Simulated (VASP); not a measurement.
# SiC4 in VASP: notebook

Runs on SiC4. Level: PBE. Tasks: single point, relaxation of cell and atoms.

Program: VASP 6.6.1. These are calculated values, not measurements. Logs are shortened: lines on timing, memory, paths and dates and some standing lists are left out, and cuts for length are marked.

## (1) The cell of the first run

The typed cell holds 5 atoms: a = 4.706 Å, b = 4.706 Å, c = 4.706 Å, α = 127.83°, β = 127.83°, γ = 76.90°.

The cell was built from a structure type or drawn by symmetry, and may not be a known phase.

## (2) Single point, PBE

INCAR

```
PREC = Accurate
ENCUT = 520
EDIFF = 1E-7
ISMEAR = 0
SIGMA = 0.1
LREAL = F
LASPH = T
NELM = 60
ALGO = Normal
ISIF = 2
LWAVE = F
LCHARG = F
GGA = PE
NBANDS = 18
```

KPOINTS

```
Automatic mesh
0
Gamma
  6 6 6
```

POSCAR

```
SiC4
1.0
   -2.0694554655      2.0694554655      3.6858245886
    2.0694554655     -2.0694554655      3.6858245886
    2.0694554655      2.0694554655     -3.6858245886
Si C
1 4
Direct
   -0.1730069077     -0.1730069077      0.0000000000
    0.1499524996      0.1499524996      0.6464676905
    0.5034848092      0.5034848092      0.3535323095
    0.1499524996      0.5034848092      0.0000000000
    0.5034848092      0.1499524996      0.0000000000
```

Potentials or basis: VASP PAW PBE potentials, release 64 (Si, C).

Launch:

```bash
cat potpaw_PBE.64/Si/POTCAR potpaw_PBE.64/C/POTCAR > POTCAR
mpirun -np 1 vasp_std > vasp.out
```

OUTCAR:

```text
PREC = Accurate
   ENCUT = 520
   EDIFF = 1E-7
   ISMEAR = 0
   LREAL = F
   LASPH = T
   NELM = 60
   ISIF = 2
   GGA = PE

 ion  position               nearest neighbor table
   1  0.827  0.827  0.000-   4 1.89   5 1.89   3 1.89   2 1.89
   2  0.150  0.150  0.646-   4 1.46   5 1.46   1 1.89   3 2.07
   3  0.503  0.503  0.354-   4 1.46   5 1.46   1 1.89   2 2.07
   4  0.150  0.503  0.000-   2 1.46   3 1.46   1 1.89   5 2.07
   5  0.503  0.150  0.000-   2 1.46   3 1.46   1 1.89   4 2.07

  LATTYP: Found a body centered tetragonal cell.
 ALAT       =     4.1389109310
 C/A-ratio  =     1.7810601146

  Lattice vectors:

 A1 = (  -2.0694554655,   2.0694554655,   3.6858245886)
 A2 = (   2.0694554655,  -2.0694554655,   3.6858245886)
 A3 = (   2.0694554655,   2.0694554655,  -3.6858245886)

Analysis of symmetry for initial positions (statically):
=====================================================================
 Subroutine PRICEL returns:
 Original cell was already a primitive cell.

 Routine SETGRP: Setting up the symmetry group for a
 body centered tetragonal supercell.

 Subroutine GETGRP returns: Found  8 space group operations
 (whereof  8 operations were pure point group operations)
 out of a pool of 16 trial point group operations.

The static configuration has the point symmetry C_4v.

Analysis of symmetry for dynamics (positions and initial velocities):
=====================================================================
 Subroutine PRICEL returns:
 Original cell was already a primitive cell.

 Routine SETGRP: Setting up the symmetry group for a
 body centered tetragonal supercell.

 Subroutine GETGRP returns: Found  8 space group operations
 (whereof  8 operations were pure point group operations)
 out of a pool of 16 trial point group operations.

The dynamic configuration has the point symmetry C_4v.

 Subroutine INISYM returns: Found  8 space group operations
 (whereof  8 operations are pure point group operations),
 and found     1 'primitive' translations

----------------------------------------------------------------------------------------

                                     Primitive cell

  volume of cell :      63.1403

  direct lattice vectors                    reciprocal lattice vectors
    -2.069455465  2.069455465  3.685824589     0.000000000  0.241609452  0.135654855
     2.069455465 -2.069455465  3.685824589     0.241609452  0.000000000  0.135654855
     2.069455465  2.069455465 -3.685824589     0.241609452  0.241609452  0.000000000

  length of vectors
     4.706441835  4.706441835  4.706441835     0.277087291  0.277087291  0.341687363

  position of ions in fractional coordinates (direct lattice)
     0.826993092  0.826993092  0.000000000
     0.149952500  0.149952500  0.646467691
     0.503484809  0.503484809  0.353532309
     0.149952500  0.503484809  0.000000000
     0.503484809  0.149952500  0.000000000

  ion indices of the primitive-cell ions
   primitive index   ion index
                 1           1
                 2           2
                 3           3
                 4           4
                 5           5

----------------------------------------------------------------------------------------

 KPOINTS: Automatic mesh

Automatic generation of k-mesh.
 Grid dimensions read from file:
 generate k-points for:    6    6    6

 Generating k-lattice:

  Cartesian coordinates                     Fractional coordinates (reciprocal lattice)
     0.000000000  0.040268242  0.022609142     0.166666667  0.000000000  0.000000000
     0.040268242  0.000000000  0.022609142     0.000000000  0.166666667  0.000000000
     0.040268242  0.040268242  0.000000000     0.000000000  0.000000000  0.166666667

  Length of vectors
     0.046181215  0.046181215  0.056947894

  Shift w.r.t. Gamma in fractional coordinates (k-lattice)
     0.000000000  0.000000000  0.000000000

 Subroutine IBZKPT returns following result:
 ===========================================

 Found     30 irreducible k-points:

 Following reciprocal coordinates:
            Coordinates               Weight
  0.000000  0.000000  0.000000      1.000000
  0.166667 -0.000000  0.000000      8.000000
  0.333333  0.000000  0.000000      8.000000
  0.500000 -0.000000  0.000000      4.000000
  0.166667  0.166667 -0.000000      8.000000
  0.333333  0.166667  0.000000     16.000000
[... 16 lines left out ...]
 -0.333333 -0.333333  0.166667      8.000000
 -0.166667 -0.333333  0.166667      8.000000
 [... further k-points ...]
   k-points           NKPTS =     30   k-points in BZ     NKDIM =     30   number of bands    NBANDS=     18
   number of dos      NEDOS =    301   number of ions     NIONS =      5
   total plane-waves  NPLWV =  46656
   dimension x,y,z NGX =    36 NGY =   36 NGZ =   36
   dimension x,y,z NGXF=    72 NGYF=   72 NGZF=   72
   ions per type =               1   4
   NGX,Y,Z   is equivalent  to a cutoff of  12.72, 12.72, 12.72 a.u.
   NGXF,Y,Z  is equivalent  to a cutoff of  25.43, 25.43, 25.43 a.u.
 SYSTEM =  unknown system
   PREC   = accura    normal or accurate (medium, high low for compatibility)
   ISTART =      0    job   : 0-new  1-cont  2-samecut
   ICHARG =      2    charge: 1-file 2-atom 10-const
   ISPIN  =      1    spin polarized calculation?
   LNONCOLLINEAR =      F non collinear calculations
   LSORBIT =      F    spin-orbit coupling
   LASPH  =      T    aspherical Exc in radial PAW
   ENCUT  =  520.0 eV  38.22 Ry    6.18 a.u.   8.75  8.75  8.75*2*pi/ulx,y,z
   NELM   =     60;   NELMIN=  2; NELMDL= -5     # of ELM steps
   EDIFF  = 0.1E-06   stopping-criterion for ELM
   LREAL  =      F    real-space projection
   EDIFFG = 0.1E-05   stopping-criterion for IOM
   NSW    =      0    number of steps for IOM
   IBRION =     -1    ionic relax: 0-MD 1-quasi-New 2-CG
   NFREE  =      0    steps in history (QN), initial steepest desc. (CG)
   ISIF   =      2    stress and relaxation
   ISYM   =      2    0-nonsym 1-usesym 2-fastsym
   POTIM  = 0.5000    time-step for ionic-motion
   TEBEG  =    0.0;   TEEND  =   0.0 temperature during run
   PSTRESS=    0.0 pullay stress
   NELECT =      20.0000    total number of electrons
   NUPDOWN=      -1.0000    fix difference up-down
   EMIN   =  10.00;   EMAX   =-10.00  energy-range for DOS
   EFERMI =   0.00;   METHOD = LEGACY
   ISMEAR =     0;   SIGMA  =   0.10  broadening in eV -4-tet -1-fermi 0-gaus
   EFERMI_NEDOS =   21; number of points for ismear=-14 and -15
   IALGO  =     38    algorithm
   IMIX   =      4    mixing-type and parameters
     AMIX     =   0.40;   BMIX     =  1.00
     AMIX_MAG =   1.60;   BMIX_MAG =  1.00
  volume/ion in A,a.u.               =      12.63        85.22
  Fermi-wavevector in a.u.,A,eV,Ry     =   1.115962  2.108861 16.944289  1.245370
  Thomas-Fermi vector in A             =   2.252571
   LORBIT       =      0    0 simple, 1 ext, 2 COOP (PROOUT), +10 PAW based schemes
   GGA     = PE    functional components
   LHFCALC =     F    Hartree Fock is set to
   AEXX    =    0.0000 exact exchange contribution
   IVDW    =     0    specifies the selected vdW correction
   LEPSILON=     F    determine dielectric tensor
   LRPA    =     F    only Hartree local field effects (RPA)
 non-spin polarized calculation
 Gauss-broadening in eV      SIGMA  =   0.10
  energy-cutoff  :      520.00
  volume of cell :       63.14
 maximum number of plane-waves:      1718
   NGX = 17   NGY = 17   NGZ = 17

 number of electron      19.9999999 magnetization

 Free energy of the ion-electron system (eV)
  ---------------------------------------------------
  ext. energy  EPLUGINS =         0.00000000
  ---------------------------------------------------
  free energy    TOTEN  =       -36.53573660 eV

  energy without entropy =      -36.51954864  energy(sigma->0) =      -36.52764262

 E-fermi :   3.2890     XC(G=0):  -9.3333

 val. band max:        3.2691245203   @ k =   0.5000   0.3333   0.0000
 cond. band min:       3.2947067960   @ k =   0.3333   0.3333   0.1667
 fundamental gap:      0.0255822758
 Fermi energy:         3.2890429836

 k-point     1 :       0.0000    0.0000    0.0000
  band No.  band energies     occupation
      1     -14.5274      2.00000
      2      -6.7943      2.00000
      3      -6.5283      2.00000
      4      -6.5283      2.00000
      5      -3.2141      2.00000
      6      -1.5901      2.00000
[... 10 lines left out ...]
     17      15.0211      0.00000
     18      15.0211      0.00000

 k-point     2 :       0.1667   -0.0000    0.0000
  band No.  band energies     occupation
      1     -14.4432      2.00000
      2      -7.9363      2.00000
      3      -6.4517      2.00000
      4      -5.5037      2.00000
      5      -2.7687      2.00000
      6      -1.5942      2.00000
[... 10 lines left out ...]
     17      12.7998      0.00000
     18      14.9002      0.00000

 k-point     3 :       0.3333    0.0000    0.0000
  band No.  band energies     occupation
      1     -14.2569      2.00000
      2      -8.9294      2.00000
      3      -6.2740      2.00000
      4      -4.6339      2.00000
      5      -2.3644      2.00000
      6      -2.2438      2.00000
[... 10 lines left out ...]
     17      12.4277      0.00000
     18      14.3175      0.00000

 k-point     4 :       0.5000   -0.0000    0.0000
  band No.  band energies     occupation
      1     -14.1524      2.00000
      2      -9.3162      2.00000
      3      -6.1681      2.00000
      4      -4.1453      2.00000
      5      -2.7629      2.00000
      6      -2.6182      2.00000
[... 10 lines left out ...]
     17      12.6678      0.00000
     18      13.8437      0.00000

 k-point     5 :       0.1667    0.1667   -0.0000
  band No.  band energies     occupation
      1     -14.3540      2.00000
      2      -8.1101      2.00000
      3      -7.1255      2.00000
      4      -4.5953      2.00000
      5      -2.4717      2.00000
      6      -2.4606      2.00000
[... 10 lines left out ...]
     17      13.1986      0.00000
     18      13.6430      0.00000

 k-point     6 :       0.3333    0.1667    0.0000
  band No.  band energies     occupation
      1     -14.1813      2.00000
      2      -8.7982      2.00000
      3      -7.1332      2.00000
      4      -4.1380      2.00000
      5      -3.2130      2.00000
      6      -1.7199      2.00000
[... 10 lines left out ...]
     17      12.8812      0.00000
     18      13.2511      0.00000

 k-point     7 :       0.5000    0.1667    0.0000
  band No.  band energies     occupation
      1     -14.0981      2.00000
      2      -9.1394      2.00000
      3      -6.9518      2.00000
      4      -4.4605      2.00000
      5      -3.0680      2.00000
      6      -1.5084      2.00000
[... 10 lines left out ...]
     17      12.7717      0.00000
     18      13.6054      0.00000

 k-point     8 :      -0.3333    0.1667   -0.0000
  band No.  band energies     occupation
      1     -14.2055      2.00000
      2      -8.7922      2.00000
      3      -7.0870      2.00000
      4      -4.1652      2.00000
      5      -3.1897      2.00000
      6      -1.5585      2.00000
[... 10 lines left out ...]
     17      12.9306      0.00000
     18      13.2121      0.00000
[... 229 lines left out ...]
     17      12.1725      0.00000
     18      13.8341      0.00000

 k-point    20 :       0.5000    0.5000    0.1667
  band No.  band energies     occupation
      1     -14.0350      2.00000
      2      -8.5041      2.00000
      3      -8.0069      2.00000
      4      -5.2823      2.00000
      5      -1.7997      2.00000
      6      -1.7920      2.00000
[... 10 lines left out ...]
     17      12.4993      0.00000
     18      13.2089      0.00000

 k-point    21 :      -0.3333    0.5000    0.1667
  band No.  band energies     occupation
      1     -14.1572      2.00000
      2      -8.7986      2.00000
      3      -7.1757      2.00000
      4      -4.0946      2.00000
      5      -3.2258      2.00000
      6      -2.1496      2.00000
[... 10 lines left out ...]
     17      13.1706      0.00000
     18      13.3887      0.00000

 k-point    22 :      -0.1667    0.5000    0.1667
  band No.  band energies     occupation
      1     -14.2255      2.00000
      2      -8.9433      2.00000
      3      -6.3140      2.00000
      4      -4.6406      2.00000
      5      -2.3388      2.00000
      6      -2.2768      2.00000
[... 10 lines left out ...]
     17      12.9882      0.00000
     18      14.2903      0.00000

 k-point    23 :      -0.3333   -0.3333    0.1667
  band No.  band energies     occupation
      1     -14.3095      2.00000
      2      -8.1052      2.00000
      3      -7.2014      2.00000
      4      -4.5900      2.00000
      5      -2.4970      2.00000
      6      -2.4612      2.00000
[... 10 lines left out ...]
     17      13.5886      0.00000
     18      13.6094      0.00000

 k-point    24 :      -0.1667   -0.3333    0.1667
  band No.  band energies     occupation
      1     -14.4006      2.00000
      2      -7.9512      2.00000
      3      -6.5041      2.00000
      4      -5.5163      2.00000
      5      -2.8069      2.00000
      6      -2.2018      2.00000
[... 10 lines left out ...]
     17      13.3643      0.00000
     18      14.7735      0.00000

 [... further k-points ...]
[... 5 lines left out ...]
  --------------------------------------------------------------------------------------
  -------------------------------------------------------------------------------------
  Total        0.0912289      0.0912289      0.0371664      0.0000000      0.0000000      0.0000000
  in kB        2.3149211      2.3149211      0.9430931      0.0000000      0.0000000      0.0000000
  external PRESSURE =       1.8576451 kB  Pullay stress =       0.0000000 kB

 VOLUME and BASIS-vectors are now :
 -----------------------------------------------------------------------------
  energy-cutoff  :      520.00
  volume of cell :       63.14
      direct lattice vectors                 reciprocal lattice vectors
    -2.069455465  2.069455465  3.685824589     0.000000000  0.241609452  0.135654855
     2.069455465 -2.069455465  3.685824589     0.241609452  0.000000000  0.135654855
     2.069455465  2.069455465 -3.685824589     0.241609452  0.241609452  0.000000000

 POSITION                                       TOTAL-FORCE (eV/Angst)
 -----------------------------------------------------------------------------------
      0.00000      0.00000      6.09630         0.000000      0.000000     -0.011612
      1.33784      1.33784     -1.27737        -0.071407     -0.071407      0.002903
      0.73162      0.73162      2.40846         0.071407      0.071407      0.002903
      0.73162     -0.73162      2.40846         0.071407     -0.071407      0.002903
     -0.73162      0.73162      2.40846        -0.071407      0.071407      0.002903
 -----------------------------------------------------------------------------------
    total drift:                               -0.000000     -0.000000      0.000016

  FREE ENERGIE OF THE ION-ELECTRON SYSTEM (eV)
  ---------------------------------------------------
  free  energy   TOTEN  =       -36.5357365972 eV

  energy  without entropy=      -36.5195486416  energy(sigma->0) =      -36.52764262
```

Wall time 28 s (1 thread of Intel Xeon Platinum 8488C (Sapphire Rapids), shared host); peak memory 0.2 GiB.

What came out:

| Quantity | Value |
| --- | --- |
| Free energy | -36.5357 eV |
| Pressure | 0.2 GPa |
| Largest force | 0.101 eV/Å |
| Band gap on the k mesh | zero (bands 10 and 11 overlap by 1.92 eV) |

Forces in eV/Å, atoms in the order of the input:
```
Si   0.000  0.000 -0.012
C   -0.071 -0.071  0.003
C    0.071  0.071  0.003
C    0.071 -0.071  0.003
C   -0.071  0.071  0.003
```

Stress tensor (GPa, compression positive):
```
0.23 0.00 0.00
0.00 0.23 0.00
0.00 0.00 0.09
```

Levels at points of the mesh, in eV from the Fermi level:
| k point | band 7 | band 8 | band 9 | band 10 | band 11 | band 12 | band 13 | band 14 |
| --- | --- | --- | --- | --- | --- | --- | --- | --- |
| (0.00, 0.00, 0.00) | -3.48 | -3.48 | -2.89 | 0.15 | 0.15 | 2.20 | 3.22 | 5.31 |
| (0.50, 0.00, 0.00) | -4.81 | -4.02 | -2.14 | 0.33 | 1.28 | 4.43 | 4.88 | 5.43 |
| (0.50, 0.50, 0.00) | -3.28 | -1.81 | -1.80 | -1.04 | 0.08 | 0.41 | 4.93 | 7.61 |
| (0.50, 0.50, 0.50) | -3.47 | -3.47 | -2.76 | 1.13 | 1.13 | 3.00 | 3.59 | 6.02 |

(Continued in part 2 of 2.)
